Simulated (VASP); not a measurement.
Input of a VASP 6.6.1 run:

INCAR

```
  PREC = Accurate
  ENCUT = 520
  EDIFF = 1E-6
  ISMEAR = 0
  SIGMA = 0.1
  LREAL = F
  LASPH = T
  NELM = 80
  ALGO = Normal
  ISIF = 2
  LWAVE = F
  LCHARG = T
  GGA = PE
  LELF = T
  LVHAR = T
  NBANDS = 36
```

KPOINTS

```
regular mesh
0
Gamma
  4 4 6
```

POSCAR

```
MoW3
1.0
    4.4883796191      0.0000000000      0.0000000000
    0.0000000000      4.4883796191      0.0000000000
    0.0000000000      0.0000000000      3.1878031258
Mo W
1 3
Direct
    0.0000000000      0.0000000000      0.5000000000
    0.0000000000      0.5000000000      0.0000000000
    0.5000000000      0.5000000000      0.5000000000
    0.5000000000      0.0000000000      0.0000000000
```

Potentials or basis: VASP PAW PBE potentials, release 64 (Mo_sv, W_sv).

Run with:

```console
$ cat potpaw_PBE.64/Mo_sv/POTCAR potpaw_PBE.64/W_sv/POTCAR > POTCAR
$ mpirun -np 1 vasp_std > vasp.out
```

Task: Predict the pressure.

Result: 0.5 GPa.

Task: Predict the band gap on the k mesh.

Result: Zero (bands 28 and 29 overlap by 1.49 eV).

Stress tensor (GPa, compression positive):
```
0.46 0.00 0.00
0.00 0.46 0.00
0.00 0.00 0.57
```

Caveat: spin-orbit coupling is left out, which moves the levels of the heavy elements.
